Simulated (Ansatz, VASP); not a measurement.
LuHfO in VASP and in Ansatz

```
Lu Hf O
1.0
     3.38392    0.00000    0.00000
     0.00000    3.38392    0.00000
     0.00000    0.00000    4.38507
Lu Hf O
1 1 1
Direct
  0.00000 0.00000 0.00000
  0.50000 0.50000 0.50000
  0.50000 0.50000 0.00000
```

Change from the starting cell: species swapped into the DyCoC type (P4/mmm, No. 123).

Alike in both runs: functional PBE; k mesh 14 × 14 × 10; occupations gaussian, width 0.1 eV; no spin polarisation.

Ansatz relaxed the structure, and its values are those at the end. VASP's run is a single point on that final structure, the one shown.

|  | VASP | Ansatz |
| --- | --- | --- |
| version | VASP 6.6.1 | Ansatz 0.2.0 |
| potentials or method | VASP PAW PBE potentials, release 64 (Lu, Hf_pv, O), cutoff 520 eV | scalar-relativistic, plane waves, PAW |
| valence electrons in the cell | 41 | 57 |

VASP gave:

| Quantity | Value |
| --- | --- |
| gap on the k mesh at the Fermi level (eV) | none |
| pressure (GPa) | -0.2 |

**Question.** Which values does Ansatz return?

**Answer.** gap on the k mesh at the Fermi level (eV): none; pressure (GPa): 0.0.

A gap of «none» marks a metal or a gap that the smearing closes. VASP's potentials hold 41 valence electrons a cell and Ansatz's 57, so a difference there can come from the potentials and not from the codes.

Neither program's run includes spin-orbit coupling.
